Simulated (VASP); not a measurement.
Set up this calculation in VASP 6.6.1, as the native input.

```
Task                   : relaxation of cell and atoms
Functional             : r2SCAN
Potentials or basis    : VASP PAW PBE potentials, release 64 (Cu, O)
Cutoff                 : 600 eV
k mesh                 : 10 × 10 × 10
Occupations            : fermi-dirac, width 0.05 eV
Spin                   : no spin polarisation
Dipole correction      : no
Further INCAR settings : ALGO = Normal; EDIFF = 1e-07; IBRION = 2; EDIFFG = -0.01; NSW = 60; ISIF = 3
```

CuO:

```
Cu O
1.0
     0.00000    2.32725    2.32725
     2.32725    0.00000    2.32725
     2.32725    2.32725    0.00000
Cu O
1 1
Direct
  0.00000 0.00000 0.00000
  0.25000 0.25000 0.25000
```

These files were run (other wordings do the same):

POSCAR

```
CuO
1.0
    0.0000000000      2.3272527300      2.3272527300
    2.3272527300      0.0000000000      2.3272527300
    2.3272527300      2.3272527300      0.0000000000
Cu O
1 1
Direct
    0.0000000000      0.0000000000      0.0000000000
    0.2500000000      0.2500000000      0.2500000000
```

INCAR.step1

```
SYSTEM = CuO
  PREC = Accurate
  ENCUT = 600
  ISMEAR = -1
  SIGMA = 0.05
  LREAL = .FALSE.
  LASPH = .TRUE.
  NELM = 60
  GGA = PE
  ALGO = Normal
  EDIFF = 1E-4
  LWAVE = .TRUE.
  LCHARG = .FALSE.
```

INCAR.step2

```
SYSTEM = CuO
  PREC = Accurate
  ENCUT = 600
  EDIFF = 1E-7
  ISMEAR = -1
  SIGMA = 0.05
  LREAL = .FALSE.
  LASPH = .TRUE.
  NELM = 60
  ALGO = Normal
  ISIF = 3
  LWAVE = .FALSE.
  LCHARG = .FALSE.
  METAGGA = R2SCAN
  LMIXTAU = .TRUE.
  IBRION = 2
  NSW = 60
  EDIFFG = -0.01
  ISTART = 1
```

KPOINTS

```
Automatic mesh
0
G
  10 10 10
  0 0 0
```

Potentials or basis: VASP PAW PBE potentials, release 64 (Cu, O).

Launch:

```console
$ cat potpaw_PBE.64/Cu/POTCAR potpaw_PBE.64/O/POTCAR > POTCAR
$ cp INCAR.step1 INCAR
$ mpirun -np 1 vasp_std > vasp.out
$ cp INCAR.step2 INCAR
$ mpirun -np 1 vasp_std > vasp.out
```

It gave:

```
Relaxed volume                        : 11.16 Å³/atom
Relaxed cell                          : a = 3.160 Å, b = 3.160 Å, c = 3.160 Å, α = 60.00°, β = 60.00°, γ = 60.00°
Space group after relaxing (to 0.1 Å) : F-43m (No. 216)
Energy gained by relaxing             : 73.6 meV/atom
Ionic steps                           : 3
Pressure after relaxing               : -0.1 GPa
Band gap on the k mesh                : zero (an odd number of electrons rules out a gap without spin polarisation)
```

Caveat: the PAW data sets were made with another functional, which shifts forces and pressure a little; an odd number of electrons without spin polarisation forces a metal; a magnetic or distorted state may lie lower; semilocal functionals often make such compounds metallic where correlation or magnetic order opens a gap, which also shifts bond lengths.

It took 6.2 min on 1 thread of Intel Xeon 8259CL (shared host), peak memory 0.18 GiB.
